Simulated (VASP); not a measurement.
Wanted: the native input for a VASP 6.6.1 run.

* Task: single point
* Functional: PBE0
* Potentials or basis: VASP PAW PBE potentials, release 64 (Gd, O)
* Cutoff: 520 eV
* k mesh: 5 × 5 × 5
* Occupations: fermi-dirac, width 0.05 eV
* Spin: collinear spin, ferromagnetic start
* Starting moments: [7.0, 0.0] μB
* Dipole correction: no
* Grid for exact exchange (PRECFOCK): Normal
* Further INCAR settings: ALGO = Normal; EDIFF = 1e-06; NBANDS = 23

GdO:

```xyz
2
Lattice="0.0000 2.6816 2.6816 2.6816 0.0000 2.6816 2.6816 2.6816 0.0000" Properties=species:S:1:pos:R:3 pbc="T T T"
Gd    0.0000    0.0000    0.0000
O     4.0224    4.0224    4.0224
```

These files were run (other wordings do the same):

POSCAR

```
GdO
1.0
    0.0000000000      2.6816195740      2.6816195740
    2.6816195740      0.0000000000      2.6816195740
    2.6816195740      2.6816195740      0.0000000000
Gd O
1 1
Direct
    0.0000000000      0.0000000000      0.0000000000
    0.7500000000      0.7500000000      0.7500000000
```

INCAR.step1

```
PREC = Accurate ; ENCUT = 520
EDIFF = 1E-5 ; ISMEAR = -1
SIGMA = 0.05 ; LREAL = False
LASPH = True ; NELM = 150
ALGO = Normal ; ISIF = 2
LWAVE = True ; ISPIN = 2
MAGMOM = 7 0 ; LORBIT = 11
LMAXMIX = 6 ; NBANDS = 23
GGA = PE ; KPAR = 4
```

INCAR.step2

```
PREC = Accurate ; ENCUT = 520
EDIFF = 1E-6 ; ISMEAR = -1
SIGMA = 0.05 ; LREAL = False
LASPH = True ; NELM = 150
ALGO = Normal ; ISIF = 2
LWAVE = False ; LCHARG = True
ISPIN = 2 ; MAGMOM = 7 0
LORBIT = 11 ; LMAXMIX = 6
GGA = PE ; LHFCALC = True
AEXX = 0.25 ; PRECFOCK = Normal
LVHAR = True ; NBANDS = 23
ISTART = 1 ; KPAR = 4
```

KPOINTS

```
Automatic mesh
0
Gamma
  5 5 5
```

Potentials or basis: VASP PAW PBE potentials, release 64 (Gd, O).

The run is started by

```console
$ cat potpaw_PBE.64/Gd/POTCAR potpaw_PBE.64/O/POTCAR > POTCAR
$ cp INCAR.step1 INCAR
$ mpirun -np 4 vasp_std > vasp.out
$ cp INCAR.step2 INCAR
$ mpirun -np 4 vasp_std > vasp.out
```

It gave:

```yaml
Pressure: 0.0 GPa
Band_gap_on_the_k_mesh: zero (filled and empty bands overlap)
Net_moment: 7.98 μB per cell
Site_moments: Gd +7.07; O +0.03 μB
Valence_electrons_inside_the_program's_atomic_spheres: Gd 15.15; O 5.05
```

Caveat: the k points lie up to 0.41 Å⁻¹ apart; the PAW data sets were made with another functional, which shifts forces and pressure a little; spin-orbit coupling is left out, which moves the levels of the heavy elements; a cell with one magnetic atom can't hold antiferromagnetic order, which such compounds often take.

Wall time 24 min on 4 MPI ranks on Intel(R) Xeon(R) Platinum 8375C CPU @ 2.90GHz (Ice Lake) (shared host), peak memory 0.21 GiB a rank.
